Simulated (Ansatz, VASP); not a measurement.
Given: the input of a run of Ansatz 0.2.0 on Tc.

File input.yaml:

```yaml
crystal:
  lattice:
    - [2.74, 0.0, 0.0]
    - [-1.37, 2.3729096064, 0.0]
    - [0.0, 0.0, 4.398]
  atoms:
    - { symbol: Tc, position: [0.6666666667, 0.3333333333, 0.75] }
    - { symbol: Tc, position: [0.3333333333, 0.6666666667, 0.25] }
hamiltonian:
  xc: lda
  pseudopotentials: { kind: paw }
kpoints:
  mp_grid: { grid: [11, 11, 6] }
scf:
  occupations: { method: gaussian, width: 0.05 }
output:
  forces: true
  stress: true
  eigenvalues: true
```

Potentials or basis: Ansatz PAW earlier set.

Launch:

```console
$ ansatz run input.yaml --threads 1 --pin off --max-ram 3584MiB --backend cpu --events-out ev --progress --plain --runs-dir out
```

**Question.** Set up the same calculation for VASP 6.6.1. Potentials there: VASP PAW LDA potentials, release 64 (Tc_pv).

**Answer.** As run (the cutoff follows the program's own potentials):

The input INCAR:

```
PREC = Accurate ; ENCUT = 520
EDIFF = 1E-6 ; ISMEAR = 0
SIGMA = 0.05 ; LREAL = False
LASPH = True ; NELM = 100
ALGO = Normal ; ISIF = 2
LWAVE = False ; LCHARG = False
GGA = CA ; NBANDS = 20
```

The input KPOINTS:

```
regular mesh
0
Gamma
  11 11 6
```

Contents of POSCAR:

```
Tc
1.0
    2.7400000000      0.0000000000      0.0000000000
   -1.3700000000      2.3729096064      0.0000000000
    0.0000000000      0.0000000000      4.3980000000
Tc
2
Direct
    0.6666666667      0.3333333333      0.7500000000
    0.3333333333      0.6666666667      0.2500000000
```

Potentials or basis: VASP PAW LDA potentials, release 64 (Tc_pv).

Run with:

```sh
$ cat potpaw_LDA.64/Tc_pv/POTCAR > POTCAR
$ mpirun -np 1 vasp_std > vasp.out
```

Both were run:

|  | VASP | Ansatz | Ansatz less VASP |
| --- | --- | --- | --- |
| gap on the k mesh at the Fermi level (eV) | none | none | - |
| pressure (GPa) | -11.9 | -11.9 | -0.05 |
| traceless stress, the component that is largest in VASP (GPa) | 0.11 | 0.17 | +0.060 |

LDA's correlation is that of Perdew and Zunger in VASP and of Perdew and Wang (1992) in Ansatz. A gap of «none» marks a metal or a gap that the smearing closes. VASP's potentials hold 26 valence electrons a cell and Ansatz's 30, so a difference there can come from the potentials and not from the codes.
